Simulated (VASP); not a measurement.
InAs, 2 atoms in the cell. It takes space group F-43m (No. 216, cubic). Conventional cell: a = 6.150 Å, b = 6.150 Å, c = 6.150 Å, α = 90.00°, β = 90.00°, γ = 90.00°. Within 3.5 Å of In (site symmetry -43m) lie 4 As at 2.66 Å. As (site symmetry -43m) has 4 In at 2.66 Å within 3.5 Å. 

| Item | Value |
| --- | --- |
| Program | VASP 6.6.1 |
| Task | single point |
| Functional | BLYP |
| Dispersion | D4 |
| Potentials or basis | VASP PAW PBE potentials, release 64 (In_d, As) |
| Cutoff | 520 eV |
| k mesh | 8 × 8 × 8 |
| Occupations | fermi-dirac, width 0.05 eV |
| Spin | no spin polarisation |
| Dipole correction | no |
| Further INCAR settings | ALGO = Normal; EDIFF = 1e-06; NBANDS = 16 |

Potentials or basis: VASP PAW PBE potentials, release 64 (In_d, As).

Command:

```sh
$ cat potpaw_PBE.64/In_d/POTCAR potpaw_PBE.64/As/POTCAR > POTCAR
$ mpirun -np 1 vasp_std > vasp.out
```

Hardware: 1 thread of Intel Xeon 8259CL (shared host).

How long does it take, and how much memory?

Run time: 49 s on 1 thread of Intel Xeon 8259CL (shared host), peak memory 0.18 GiB. Counts: scf iterations 12, k points 29.
